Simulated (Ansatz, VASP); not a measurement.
**Ni2N: VASP beside Ansatz**

```
Ni N
1.0
     3.58017    0.00000    0.00000
     0.00000    3.58017    0.00000
     0.00000    0.00000    2.75162
Ni N
2 1
Direct
  0.00000 0.50000 0.00000
  0.50000 0.00000 0.00000
  0.00000 0.00000 0.00000
```

Change from the starting cell: species swapped into the CuI2 type (P4/mmm, No. 123).

Alike in both runs: functional PBE; k mesh 14 × 14 × 16; occupations gaussian, width 0.1 eV; no spin polarisation.

Ansatz relaxed the structure, and its values are those at the end. VASP's run is a single point on that final structure, the one shown.

```csv
,VASP,Ansatz
version,VASP 6.6.1,Ansatz 0.2.0
potentials or method,"VASP PAW PBE potentials, release 64 (Ni, N), cutoff 520 eV","scalar-relativistic, plane waves, PAW"
valence electrons in the cell,25,41
```

|  | VASP | Ansatz | Ansatz less VASP |
| --- | --- | --- | --- |
| gap on the k mesh at the Fermi level (eV) | none | none | - |
| pressure (GPa) | 0.3 | 0.0 | -0.33 |

A gap of «none» marks a metal or a gap that the smearing closes. With one functional, cell and mesh, what is left measures potentials, basis and numerics. VASP's potentials hold 25 valence electrons a cell and Ansatz's 41, so a difference there can come from the potentials and not from the codes.
